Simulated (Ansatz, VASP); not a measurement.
## One calculation of Ga2SeS3, two programs

```xyz
6
Lattice="5.0608 0.0000 0.0000 -2.5304 4.3828 0.0000 0.0000 0.0000 9.0028" Properties=species:S:1:pos:R:3 pbc="T T T"
Ga    0.0000    2.9218    0.0000
Ga    2.5304    1.4609    0.0000
Se    0.0000    0.0000    4.5014
S     0.0000    0.0000    2.2175
S     0.0000    0.0000    6.7853
S     0.0000    0.0000    0.0000
```

Alike in both runs: functional PBE; k mesh 6 × 6 × 2; occupations gaussian, width 0.1 eV; no spin polarisation.

Ansatz relaxed the structure, and its values are those at the end. VASP's run is a single point on that final structure, the one shown.

|  | VASP | Ansatz |
| --- | --- | --- |
| version | VASP 6.6.1 | Ansatz 0.2.0 |
| potentials or method | VASP PAW PBE potentials, release 64 (Ga_d, Se, S), cutoff 520 eV | scalar-relativistic, plane waves, PAW |
| valence electrons in the cell | 50 | 60 |

Ansatz gave:

```
gap on the k mesh at the Fermi level (eV) : none
pressure (GPa)                            : 0.0
rms of the force components (eV/Å)        : 0.012
```

Question: Which values does VASP return?

Answer: gap on the k mesh at the Fermi level (eV): none; pressure (GPa): 0.0; rms of the force components (eV/Å): 0.021.

A gap of «none» marks a metal or a gap that the smearing closes. With one functional, cell and mesh, what is left measures potentials, basis and numerics. VASP's potentials hold 50 valence electrons a cell and Ansatz's 60, so a difference there can come from the potentials and not from the codes.
